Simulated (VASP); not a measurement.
Set up this calculation in VASP 6.6.1, as the native input.

```
Task                   : single point
Functional             : PBE
Dispersion             : D3(BJ)
Potentials or basis    : VASP PAW PBE potentials, release 64 (C, F, H)
Cutoff                 : 520 eV
k mesh                 : 2 × 2 × 1
Occupations            : gaussian, width 0.02 eV
Spin                   : no spin polarisation
Dipole correction      : no
Further INCAR settings : LREAL = Auto; ALGO = Normal; EDIFF = 1e-06; NBANDS = 56
```

The structure of HC18F lies in POSCAR:

```
HC18F
1.0
    7.3980000000      0.0000000000      0.0000000000
   -3.6990000000      6.4068560000      0.0000000000
    0.0000000000      0.0000000000     11.0000000000
C F H
18 1 1
Direct
    0.0188595142      0.0067430890      0.0856936364
    0.2397676307      0.1172038204      0.0856329091
    0.0188525043      0.3379777850      0.0856864545
    0.2395448637      0.4480951343      0.0857812727
    0.0166988649      0.6711955131      0.0857167273
    0.2415993421      0.7839132017      0.0857430000
    0.3522866737      0.0049201980      0.0855347273
    0.5730856951      0.1152092384      0.0854992727
    0.3502338719      0.3378554161      0.0856930909
    0.5751670252      0.4503929853      0.0857226364
    0.3521649080      0.6733098106      0.0861544545
    0.5735490126      0.7840285469      0.0857283636
    0.6837187198      0.0047542820      0.0855322727
    0.9085372527      0.1170669358      0.0856318182
    0.6855242099      0.3400749135      0.0856949091
    0.9064420763      0.4505127008      0.0857095455
    0.6857065024      0.6713367680      0.0857255455
    0.9064154365      0.7818771017      0.0857055455
    0.3815898117      0.7424691612      0.3693630000
    0.3732049184      0.7270608236      0.2844145455
```

One way to write it, as run:

INCAR

```
ALGO = Normal
EDIFF = 1E-6
ENCUT = 520
GGA = PE
ISIF = 2
ISMEAR = 0
IVDW = 12
LASPH = True
LCHARG = True
LELF = True
LREAL = Auto
LVHAR = True
LWAVE = False
NBANDS = 56
NELM = 60
PREC = Accurate
SIGMA = 0.02
```

KPOINTS

```
k-points
0
Gamma
  2 2 1
```

Potentials or basis: VASP PAW PBE potentials, release 64 (C, F, H).

Command:

```bash
$ cat potpaw_PBE.64/C/POTCAR potpaw_PBE.64/F/POTCAR potpaw_PBE.64/H/POTCAR > POTCAR
$ mpirun -np 1 vasp_std > vasp.out
```

It gave:

The largest force is 0.288 eV/Å and the band gap on the k mesh is 0.20 eV, direct. The dispersion energy per atom is -0.085 eV.

Caveat: the k points lie up to 0.49 Å⁻¹ apart.

It took 2.4 min on 1 thread of Intel(R) Xeon(R) 6975P-C (Granite Rapids) (shared host), peak memory 0.59 GiB.
